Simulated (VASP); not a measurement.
A run of VASP 6.6.1 is set up as follows.

The input INCAR:

```
PREC = Accurate
ENCUT = 520
EDIFF = 1E-6
ISMEAR = -1
SIGMA = 0.05
LREAL = False
LASPH = True
NELM = 80
ALGO = Normal
ISIF = 2
LWAVE = False
LCHARG = False
GGA = PS
NBANDS = 21
```

File KPOINTS:

```
regular mesh
0
Gamma
  8 8 8
```

POSCAR

```
Ge
1.0
    0.0000000000      2.8476450493      2.8476450493
    2.8476450493      0.0000000000      2.8476450493
    2.8476450493      2.8476450493      0.0000000000
Ge
2
Direct
    0.7500000000      0.7500000000      0.7500000000
    0.5000000000      0.5000000000      0.5000000000
```

Potentials or basis: VASP PAW PBE potentials, release 64 (Ge_d).

The run is started by

```console
$ cat potpaw_PBE.64/Ge_d/POTCAR > POTCAR
$ mpirun -np 1 vasp_std > vasp.out
```

(1) Estimate the pressure.

(2) Estimate the band gap on the k mesh.

Answers

(1) -0.7 GPa.

(2) zero (filled and empty bands touch).

Caveat: the PAW data sets were made with another functional, which shifts forces and pressure a little.
